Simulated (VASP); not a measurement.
Wanted: the native input for a VASP 6.6.1 run.

```
Task                   : single point
Functional             : PBE
Potentials or basis    : VASP PAW PBE potentials, release 64 (In_d)
Cutoff                 : 520 eV
k mesh                 : 12 × 12 × 12
Occupations            : fermi-dirac, width 0.05 eV
Spin                   : no spin polarisation
Dipole correction      : no
Further INCAR settings : ALGO = Normal; EDIFF = 1e-06; NBANDS = 12
```

The structure of In lies in POSCAR:

```
In
1.0
    2.5756937824      0.0000000000      0.0000000000
    0.0000000000      2.5756937824      0.0000000000
    0.0000000000      0.0000000000      2.5756937824
In
1
Direct
    0.0000000000      0.0000000000      0.0000000000
```

This cell differs from its parent crystal: volume scaled by 0.58.

These files were run (other wordings do the same):

INCAR

```
  PREC = Accurate
  ENCUT = 520
  EDIFF = 1E-6
  ISMEAR = -1
  SIGMA = 0.05
  LREAL = F
  LASPH = T
  NELM = 80
  ALGO = Normal
  ISIF = 2
  LWAVE = F
  LCHARG = T
  GGA = PE
  LELF = T
  LVHAR = T
  NBANDS = 12
```

KPOINTS

```
regular mesh
0
Gamma
  12 12 12
```

Potentials or basis: VASP PAW PBE potentials, release 64 (In_d).

Command:

```console
$ cat potpaw_PBE.64/In_d/POTCAR > POTCAR
$ mpirun -np 1 vasp_std > vasp.out
```

Results of the run:

```json
{
  "Pressure": "71.0 GPa"
}
```

Wall time 6.5 s on 1 thread of Intel(R) Xeon(R) 6975P-C (Granite Rapids), on a shared host, peak memory 0.13 GiB.
